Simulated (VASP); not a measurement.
A run of VASP 6.6.1:

POSCAR

```
HfRh3
1.0
    3.7478486122      0.0000000000      0.0000000000
    0.0000000000      3.7478486122      0.0000000000
    0.0000000000      0.0000000000      3.7478486122
Hf Rh
1 3
Direct
    0.0000000000      0.0000000000      0.0000000000
    0.0000000000      0.5000000000      0.5000000000
    0.5000000000      0.0000000000      0.5000000000
    0.5000000000      0.5000000000      0.0000000000
```

File INCAR.step1:

```
SYSTEM = HfRh3
ALGO = Normal ; EDIFF = 1E-4
ENCUT = 520 ; GGA = PE
ISMEAR = 1 ; LASPH = .TRUE.
LCHARG = .FALSE. ; LREAL = .FALSE.
LWAVE = .TRUE. ; NBANDS = 36
NELM = 60 ; PREC = Accurate
SIGMA = 0.15
```

File INCAR.step2:

```
SYSTEM = HfRh3
ALGO = Normal ; EDIFF = 1E-7
ENCUT = 520 ; ISIF = 2
ISMEAR = 1 ; ISTART = 1
LASPH = .TRUE. ; LCHARG = .FALSE.
LMIXTAU = .TRUE. ; LREAL = .FALSE.
LWAVE = .FALSE. ; METAGGA = R2SCAN
NBANDS = 36 ; NELM = 60
PREC = Accurate ; SIGMA = 0.15
```

Contents of KPOINTS:

```
k-points
0
G
  6 6 6
  0 0 0
```

Potentials or basis: VASP PAW PBE potentials, release 64 (Hf_pv, Rh_pv).

The run is started by

```bash
$ cat potpaw_PBE.64/Hf_pv/POTCAR potpaw_PBE.64/Rh_pv/POTCAR > POTCAR
$ cp INCAR.step1 INCAR
$ mpirun -np 1 vasp_std > vasp.out
$ cp INCAR.step2 INCAR
$ mpirun -np 1 vasp_std > vasp.out
```

Hardware: 1 thread of Intel(R) Xeon(R) Platinum 8488C (Sapphire Rapids), on a shared host.

Question: Estimate the wall time of this run.

Answer: It took 83 s on 1 thread of Intel(R) Xeon(R) Platinum 8488C (Sapphire Rapids), with other jobs on the host, peak memory 0.18 GiB. Counts: k points 20.
